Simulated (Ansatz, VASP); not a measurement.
## ZnS: VASP beside Ansatz

The input INCAR:

```
PREC     = Accurate       # precision mode
ENCUT    = 520            # plane-wave cutoff, eV
EDIFF    = 1E-7           # SCF threshold, eV
ISMEAR   = 0              # smearing method
SIGMA    = 0.05           # smearing width, eV
LREAL    = False          # projectors in reciprocal space
LASPH    = True           # aspherical terms in the spheres
NELM     = 100            # most SCF steps
ALGO     = Normal         # electronic algorithm
ISIF     = 2              # what is computed and relaxed
LWAVE    = False          # write WAVECAR
LCHARG   = False          # write CHGCAR
GGA      = PE             # functional
NBANDS   = 26             # bands
```

The input KPOINTS:

```
Automatic mesh
0
Gamma
  12 12 4
```

POSCAR

```
ZnS
1.0
    3.8454929889      0.0000000000      0.0000000000
   -1.9227464944      3.3302946184      0.0000000000
    0.0000000000      0.0000000000      6.3053333047
Zn S
2 2
Direct
    0.4351631249      0.7175815625      0.0243800193
    0.6666666667      0.3333333333      0.5052197899
    0.3333333333      0.6666666667      0.3797802101
    0.6666666667      0.3333333333      0.8797802101
```

Input for Ansatz:

```yaml
crystal:
  lattice:
    - [3.8454929889, 0.0, 0.0]
    - [-1.9227464944, 3.3302946184, 0.0]
    - [0.0, 0.0, 6.3053333047]
  atoms:
    - { symbol: Zn, position: [0.4351631249, 0.7175815625, 0.0243800193] }
    - { symbol: Zn, position: [0.6666666667, 0.3333333333, 0.5052197899] }
    - { symbol: S, position: [0.3333333333, 0.6666666667, 0.3797802101] }
    - { symbol: S, position: [0.6666666667, 0.3333333333, 0.8797802101] }
basis:
  ecutwfc: 420
kpoints:
  mp_grid: { grid: [12, 12, 4] }
hamiltonian:
  xc: pbe
scf:
  occupations: { method: gaussian, width: 0.05 }
output:
  forces: true
  stress: true
  eigenvalues: true
  write_density: true
  write_potential: true
  elf: true
  volumetric_format: npy
```

Alike in both runs: task single point; functional PBE; k mesh 12 × 12 × 4; occupations gaussian, width 0.05 eV; no spin polarisation.

|  | VASP | Ansatz |
| --- | --- | --- |
| version | VASP 6.6.1 | Ansatz 0.2.0 |
| potentials or method | VASP PAW PBE potentials, release 64 (Zn, S), cutoff 520 eV | scalar-relativistic, plane waves, PAW |
| valence electrons in the cell | 36 | 36 |

VASP gave:

* gap on the k mesh at the Fermi level (eV): 1.88
* least direct gap on the mesh (eV): 1.88
* pressure (GPa): 1.3
* traceless stress, the component that is largest in VASP (GPa): -0.98
* rms of the force components (eV/Å): 0.380

Problem. Estimate Ansatz's values.

Solution. gap on the k mesh at the Fermi level (eV): 1.88; least direct gap on the mesh (eV): 1.88; pressure (GPa): 1.2; traceless stress, the component that is largest in VASP (GPa): -0.95; rms of the force components (eV/Å): 0.377.

Atom by atom the forces differ by 0.004 eV/Å (rms over components). With one functional, cell and mesh, what is left measures potentials, basis and numerics.
